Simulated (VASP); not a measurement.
**Ge: single point with PBEsol-based global hybrid**

The system is Ge.

```
CELL_PARAMETERS angstrom
0.00000 2.82891 2.82891
2.82891 0.00000 2.82891
2.82891 2.82891 0.00000
ATOMIC_POSITIONS crystal
Ge 0.75000 0.75000 0.75000
Ge 0.50000 0.50000 0.50000
```

```yaml
Program: VASP 6.6.1
Task: single point
Functional: PBEsol-based global hybrid
Potentials_or_basis: VASP PAW PBE potentials, release 64 (Ge_d)
Cutoff: 520 eV
k_mesh: 4 × 4 × 4
Occupations: fermi-dirac, width 0.05 eV
Spin: no spin polarisation
```

```yaml
Pressure: -1.2 GPa
Band_gap_on_the_k_mesh: 1.53 eV, indirect (least direct gap 1.61 eV)
```

Levels at points of the mesh, in eV from the valence-band top:
```
           k point  band 12  band 13  band 14  band 15  band 16  band 17
(0.00, 0.00, 0.00)     0.00     0.00     0.00     1.61     3.96     3.96
(0.50, 0.00, 0.00)    -8.36    -1.53    -1.53     1.53     5.19     5.19
(0.50, 0.50, 0.00)    -9.76    -3.38    -3.38     1.95     1.95    11.56
```

It took 14 min on 1 thread of Intel(R) Xeon(R) Platinum 8259CL CPU @ 2.50GHz (Skylake/Cascade Lake), on a shared host, peak memory 0.17 GiB.

Caveat: the k points lie up to 0.48 Å⁻¹ apart; the PAW data sets were made with another functional, which shifts forces and pressure a little. A k mesh can miss the band edges.
